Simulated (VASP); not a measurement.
Write the native input for VASP 6.6.1 that does the following.

```yaml
Task: single point
Functional: PBE
Potentials_or_basis: VASP PAW PBE potentials, release 64 (Sc_sv, Os)
Cutoff: 600 eV
k_mesh: 4 × 4 × 4
Occupations: gaussian, width 0.1 eV
Spin: no spin polarisation
Dipole_correction: no
Further_INCAR_settings: ALGO = Normal; EDIFF = 1e-06; NBANDS = 45
```

The structure of ScOs3 lies in POSCAR:

```
ScOs3
1.0
    5.0195387931      0.0000000000      0.0000000000
    0.0000000000      5.0195387931      0.0000000000
    0.0000000000      0.0000000000      5.0195387931
Sc Os
2 6
Direct
    0.0000000000      0.0000000000      0.0000000000
    0.5000000000      0.5000000000      0.5000000000
    0.0000000000      0.5000000000      0.2500000000
    0.0000000000      0.5000000000      0.7500000000
    0.2500000000      0.0000000000      0.5000000000
    0.7500000000      0.0000000000      0.5000000000
    0.5000000000      0.7500000000      0.0000000000
    0.5000000000      0.2500000000      0.0000000000
```

The input as run:

INCAR

```
SYSTEM = ScOs3
PREC = Accurate
ENCUT = 600
EDIFF = 1E-6
ISMEAR = 0
SIGMA = 0.1
LREAL = .FALSE.
LASPH = .TRUE.
NELM = 120
ALGO = Normal
ISIF = 2
LWAVE = .FALSE.
LCHARG = .FALSE.
GGA = PE
NBANDS = 45
GGA_COMPAT = .FALSE.
```

KPOINTS

```
regular mesh
0
G
  4 4 4
  0 0 0
```

Potentials or basis: VASP PAW PBE potentials, release 64 (Sc_sv, Os).

Run with:

```console
$ cat potpaw_PBE.64/Sc_sv/POTCAR potpaw_PBE.64/Os/POTCAR > POTCAR
$ mpirun -np 1 vasp_std > vasp.out
```

It gave:

* Pressure: 0.1 GPa
* Band gap on the k mesh: zero (band 35 reaches 7.97 eV, above the bottom of band 36 at 7.00 eV)

Caveat: spin-orbit coupling is left out, which moves the levels of the heavy elements.

It took 59 s on 1 thread of Intel(R) Xeon(R) Platinum 8488C (Sapphire Rapids), on a shared host, peak memory 0.26 GiB.
